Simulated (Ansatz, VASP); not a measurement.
**SrCl2 in VASP and in Ansatz**

```
Sr Cl
1.0
     0.00000    3.44483    3.67288
     3.44483    0.00000    3.67288
     3.44483    3.44483    0.00000
Sr Cl
1 2
Direct
  0.00000 0.00000 0.00000
  0.25000 0.25000 0.25000
  0.75000 0.75000 0.75000
```

Alike in both runs: task single point; functional PBE; k mesh 6 × 6 × 6; occupations gaussian, width 0.05 eV; no spin polarisation.

|  | VASP | Ansatz |
| --- | --- | --- |
| version | VASP 6.6.1 | Ansatz 0.2.0 |
| potentials or method | VASP PAW PBE potentials, release 64 (Sr_sv, Cl), cutoff 520 eV | scalar-relativistic, plane waves, PAW |
| valence electrons in the cell | 24 | 24 |

Ansatz gave:

| Property | Result |
| --- | --- |
| gap on the k mesh at the Fermi level (eV) | 4.97 |
| least direct gap on the mesh (eV) | 5.27 |
| pressure (GPa) | 0.1 |
| traceless stress, the component that is largest in VASP (GPa) | -2.11 |

Problem. Which values does VASP return?

Solution. gap on the k mesh at the Fermi level (eV): 4.96; least direct gap on the mesh (eV): 5.27; pressure (GPa): 0.1; traceless stress, the component that is largest in VASP (GPa): -2.10.
